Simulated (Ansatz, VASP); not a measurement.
Zn7O: VASP beside Ansatz

```
Zn O
1.0
     2.89998    0.00000    0.00000
    -1.44999    2.51145    0.00000
     0.00000    0.00000   16.17742
Zn O
7 1
Direct
  0.33333 0.66667 0.73455
  0.66667 0.33333 0.87175
  0.33333 0.66667 0.46064
  0.00000 0.00000 0.59614
  0.00000 0.00000 0.00197
  0.33333 0.66667 0.18545
  0.00000 0.00000 0.32238
  0.00000 0.00000 0.12112
```

Alike in both runs: task relaxation of cell and atoms; functional PBE; k mesh 12 × 12 × 2; occupations gaussian, width 0.1 eV; no spin polarisation.

```csv
,VASP,Ansatz
version,VASP 6.6.1,Ansatz 0.2.0
potentials or method,"VASP PAW PBE potentials, release 64 (Zn, O), cutoff 600 eV","scalar-relativistic, plane waves, PAW"
valence electrons in the cell,90,90
```

|  | VASP | Ansatz | Ansatz less VASP |
| --- | --- | --- | --- |
| gap on the k mesh at the Fermi level, each at its own relaxed structure (eV) | none | none | - |
| relaxed volume (Å³/atom) | 14.93 | 14.85 | -0.075 |
| relaxed cell length with the largest relative difference (Å) | 2.999 | 2.993 | -0.0063 |

A gap of «none» marks a metal or a gap that the smearing closes.
